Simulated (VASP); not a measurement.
A run of VASP 6.6.1 is set up as follows.

The input INCAR:

```
SYSTEM = ZrB
PREC = Accurate ; ENCUT = 520
EDIFF = 1E-7 ; ISMEAR = 0
SIGMA = 0.15 ; LREAL = .FALSE.
LASPH = .TRUE. ; NELM = 100
ALGO = Normal ; ISIF = 2
LWAVE = .FALSE. ; LCHARG = .FALSE.
NBANDS = 14
```

Contents of KPOINTS:

```
regular mesh
0
G
  16 16 16
  0 0 0
```

File POSCAR:

```
ZrB
1.0
    0.0000000000      2.4153850465      2.5040296777
    2.5281835282      0.0000000000      2.5040296777
    2.5281835282      2.4153850465      0.0000000000
Zr B
1 1
Direct
    0.0000000000      0.0000000000      0.0000000000
    0.5000000000      0.5000000000      0.5000000000
```

Potentials or basis: VASP PAW LDA potentials, release 64 (Zr_sv, B).

Run with:

```sh
$ cat potpaw_LDA.64/Zr_sv/POTCAR potpaw_LDA.64/B/POTCAR > POTCAR
$ mpirun -np 1 vasp_std > vasp.out
```

Predict the band gap on the k mesh.

zero (an odd number of electrons rules out a gap without spin polarisation).

What does it give for the pressure?

-11.6 GPa.

Stress tensor (GPa, compression positive):
```
-16.21   0.00   0.00
  0.00  -4.70   0.00
  0.00   0.00 -13.99
```

Caveat: the cell differs from its parent crystal (normal strain along x +0.0467, normal strain along z +0.0367); the cell stands under tension.
